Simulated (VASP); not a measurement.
Pd, 1 atom in the cell. It takes space group R-3m (No. 166, trigonal). Conventional cell: a = 2.778 Å, b = 2.778 Å, c = 6.603 Å, α = 90.00°, β = 90.00°, γ = 120.00°. Pd (site symmetry -3m) has 12 Pd at 2.72 to 2.78 Å within 3.6 Å.  This cell differs from its parent crystal: equal xy, yz and zx shear strains of -2 %.

```yaml
Program: VASP 6.6.1
Task: electric field gradients
Functional: PBEsol
Potentials_or_basis: VASP PAW PBE potentials, release 64 (Pd)
Cutoff: 520 eV
k_mesh: 18 × 18 × 18
Occupations: fermi-dirac, width 0.05 eV
Spin: no spin polarisation
Dipole_correction: no
Further_INCAR_settings: ALGO = Normal; EDIFF = 1e-08; NBANDS = 11
```

Potentials or basis: VASP PAW PBE potentials, release 64 (Pd).

Launch:

```bash
$ cat potpaw_PBE.64/Pd/POTCAR > POTCAR
$ mpirun -np 1 vasp_std > vasp.out
```

Hardware: 1 thread of Intel(R) Xeon(R) 6975P-C (Granite Rapids), on a shared host.

Q: Estimate the wall time of this run.

A: Wall time 30 s on 1 thread of Intel(R) Xeon(R) 6975P-C (Granite Rapids) (shared host), peak memory 0.2 GiB. Counts: scf iterations 13, k points 580.
